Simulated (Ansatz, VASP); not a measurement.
**One calculation of GaAs, two programs**

Contents of POSCAR:

```
GaAs
1.0
    3.8101400000      0.0000000000      0.0000000000
    0.0000000000      3.8101400000      0.0000000000
    0.0000000000      0.0000000000      2.7389100000
Ga As
1 1
Direct
    0.5000000000      0.5000000000      0.5000000000
    0.0000000000      0.0000000000      0.5000000000
```

File INCAR.step1:

```
PREC = Accurate ; ENCUT = 520
EDIFF = 1E-5 ; ISMEAR = -1
SIGMA = 0.05 ; LREAL = F
LASPH = T ; NELM = 150
ALGO = Normal ; ISIF = 2
LWAVE = T ; LCHARG = F
MAGMOM = 0 0 0 0 0 0 ; LORBIT = 11
LSORBIT = T ; GGA_COMPAT = F
LORBMOM = T ; GGA = PE
NBANDS = 30
```

File INCAR.step2:

```
PREC = Accurate ; ENCUT = 520
EDIFF = 1E-7 ; ISMEAR = -1
SIGMA = 0.05 ; LREAL = F
LASPH = T ; NELM = 150
ALGO = Normal ; ISIF = 2
LWAVE = F ; LCHARG = F
MAGMOM = 0 0 0 0 0 0 ; LORBIT = 11
LSORBIT = T ; GGA_COMPAT = F
LORBMOM = T ; GGA = PE
LHFCALC = T ; AEXX = 0.25
PRECFOCK = Normal ; ISTART = 1
NBANDS = 30
```

KPOINTS

```
regular mesh
0
Gamma
  3 3 4
```

The input input:

```
crystal:
  lattice:
    - [3.81014, 0.0, 0.0]
    - [0.0, 3.81014, 0.0]
    - [0.0, 0.0, 2.73891]
  atoms:
    - { symbol: Ga, position: [0.5, 0.5, 0.5] }
    - { symbol: As, position: [0.0, 0.0, 0.5] }
hamiltonian:
  xc: pbe0
  pseudopotentials: { kind: paw_fr }
magnetization:
  noncollinear: true
  spin_orbit: true
kpoints:
  mp_grid: { grid: [3, 3, 4] }
scf:
  occupations: { method: fermi_dirac, width: 0.05 }
output:
  forces: true
  stress: true
  eigenvalues: true
  write_density: true
  write_potential: true
  elf: true
  volumetric_format: npy
```

Alike in both runs: task single point; functional PBE0; k mesh 3 × 3 × 4; occupations fermi-dirac, width 0.05 eV; non-collinear spin, spin-orbit coupling.

```csv
,VASP,Ansatz
version,VASP 6.6.1,Ansatz 0.2.0
potentials or method,"VASP PAW PBE potentials, release 64 (Ga_d, As)",Ansatz PAW
plane-wave cutoff (eV),520,420
valence electrons in the cell,18,28
```

```tsv
	VASP	Ansatz	Ansatz less VASP
pressure (GPa)	-4.4	-4.1	+0.28
traceless stress, the component that is largest in VASP (GPa)	1.72	1.70	-0.025
net moment per atom (μB)	0.00	0.00	0.000
```

VASP's potentials hold 18 valence electrons a cell and Ansatz's 28, so a difference there can come from the potentials and not from the codes.

The k mesh is coarse, so the values compare programs but aren't converged.
